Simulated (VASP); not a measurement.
Write the native input for VASP 6.6.1 that does the following.

| Quantity | Value |
| --- | --- |
| Task | single point |
| Functional | PBE |
| Dispersion | D3(BJ) |
| Potentials or basis | VASP PAW PBE potentials, release 64 (Pb_d, O) |
| Cutoff | 520 eV |
| k mesh | 8 × 8 × 6 |
| Occupations | gaussian, width 0.02 eV |
| Spin | no spin polarisation |
| Dipole correction | no |
| Further INCAR settings | ALGO = Normal; EDIFF = 1e-07; NBANDS = 28 |

The structure of PbO lies in POSCAR:

```
PbO
1.0
    4.0342385414      0.0000000000      0.0000000000
    0.0000000000      4.0342385414      0.0000000000
    0.0000000000      0.0000000000      4.9930486079
Pb O
2 2
Direct
    0.5000000000      0.0000000000      0.2377669328
    0.0000000000      0.5000000000      0.7622330672
    0.0000000000      0.0000000000      0.0000000000
    0.5000000000      0.5000000000      0.0000000000
```

These files were run (other wordings do the same):

INCAR

```
ALGO = Normal
EDIFF = 1E-7
ENCUT = 520
GGA = PE
ISIF = 2
ISMEAR = 0
IVDW = 12
LASPH = T
LCHARG = F
LREAL = F
LWAVE = F
NBANDS = 28
NELM = 80
PREC = Accurate
SIGMA = 0.02
```

KPOINTS

```
k-points
0
Gamma
  8 8 6
```

Potentials or basis: VASP PAW PBE potentials, release 64 (Pb_d, O).

The run is started by

```sh
$ cat potpaw_PBE.64/Pb_d/POTCAR potpaw_PBE.64/O/POTCAR > POTCAR
$ mpirun -np 1 vasp_std > vasp.out
```

Results of the run:

```
Pressure                   : 0.1 GPa
Largest force              : 0.038 eV/Å
Band gap on the k mesh     : 1.27 eV (least direct gap 2.18 eV)
Dispersion energy per atom : -0.234 eV
```

Caveat: spin-orbit coupling is left out, which moves the levels of the heavy elements.

It took 3.2 min on 1 thread of Intel Xeon 8259CL (shared host), peak memory 0.26 GiB.
